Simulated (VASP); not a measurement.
The system is Ag.

```
CELL_PARAMETERS angstrom
2.88889 0.00000 0.00000
-1.44444 2.50185 0.00000
0.00000 0.00000 4.71753
ATOMIC_POSITIONS crystal
Ag 0.00000 0.00000 0.00000
Ag 0.33333 0.66667 0.50000
```

This isn't the form of Ag at room conditions, which is fcc.

| Property | Result |
| --- | --- |
| Program | VASP 6.6.1 |
| Task | relaxation of cell and atoms |
| Functional | PBE |
| Potentials or basis | VASP PAW PBE potentials, release 64 (Ag) |
| Cutoff | 600 eV |
| k mesh | 18 × 18 × 10 |
| Occupations | gaussian, width 0.1 eV |
| Spin | no spin polarisation |

At the start: pressure 5.1 GPa; volume 17.05 Å³/atom.

Task: Where does the relaxation end?

Result: Over 8 steps the energy falls by 11.6 meV/atom and the volume is 17.86 Å³/atom (+4.7 %); space group P6_3/mmc (No. 194, to 0.1 Å) before and after.

The path:
```tsv
step	energy change (eV)	largest force (eV/Å)	pressure (GPa)	volume (Å³)
1	0.0000	0.0000	5.13	34.10
2	-0.0135	0.0000	-2.60	36.86
3	-0.0231	0.0000	0.08	35.68
4	-0.0231	0.0000	0.01	35.72
5	-0.0231	0.0000	-0.07	35.75
6	-0.0231	0.0000	0.01	35.71
7	-0.0231	0.0000	0.02	35.71
8	-0.0231	0.0000	0.02	35.71
```

Final structure:
```
CELL_PARAMETERS angstrom
2.93258 0.00000 0.00000
-1.46629 2.53969 0.00000
0.00000 0.00000 4.79529
ATOMIC_POSITIONS crystal
Ag 0.00000 0.00000 0.00000
Ag 0.33333 0.66667 0.50000
```
